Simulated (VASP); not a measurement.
**BaTiO3: single point with PBE**

BaTiO3:

```
CELL_PARAMETERS angstrom
3.88794 0.00000 0.00000
0.00000 3.88794 0.00000
0.00000 0.00000 3.89675
ATOMIC_POSITIONS crystal
Ba 0.00000 0.00000 0.00575
Ti 0.50000 0.50000 0.49871
O 0.50000 0.50000 0.01306
O 0.50000 0.00000 0.51274
O 0.00000 0.50000 0.51274
```

```json
{
  "Program": "VASP 6.6.1",
  "Task": "single point",
  "Functional": "PBE",
  "Potentials or basis": "VASP PAW PBE potentials, release 64 (Ba_sv, Ti_sv, O_h)",
  "Cutoff": "910 eV",
  "k mesh": "4 × 4 × 4",
  "Occupations": "fermi-dirac, width 0.05 eV",
  "Spin": "no spin polarisation"
}
```

- Pressure: 22.2 GPa
- Largest force: 0.021 eV/Å
- Band gap on the k mesh: 1.91 eV, indirect (least direct gap 2.00 eV)

Forces in eV/Å, atoms in the order of the input:
```
Ba   0.000  0.000  0.021
Ti   0.000  0.000  0.002
O    0.000  0.000 -0.006
O    0.000  0.000 -0.008
O    0.000  0.000 -0.008
```

Levels at points of the mesh, in eV from the valence-band top:
```tsv
k point	band 18	band 19	band 20	band 21	band 22	band 23
(0.00, 0.00, 0.00)	-0.10	-0.10	-0.10	1.91	1.97	1.97
(0.50, 0.00, 0.00)	-1.89	-0.77	-0.73	2.16	3.92	3.93
(0.50, 0.50, 0.00)	-0.83	-0.83	-0.10	3.94	3.94	4.38
(0.00, 0.00, 0.50)	-1.95	-0.69	-0.69	2.10	3.93	3.93
(0.50, 0.00, 0.50)	-0.82	-0.82	-0.13	3.94	3.94	4.37
(0.50, 0.50, 0.50)	-0.03	-0.03	0.00	4.70	4.70	4.70
```

Run time: 38 s on 1 thread of Intel(R) Xeon(R) Platinum 8559C (Emerald Rapids), on a shared host, peak memory 0.28 GiB.

Caveat: the cutoff is under 1.25 times the usual one of these potentials, so pressure, stress and relaxed cells hold a basis-set (Pulay) error; spin-orbit coupling is left out, which moves the levels of the heavy elements. A k mesh can miss the band edges.
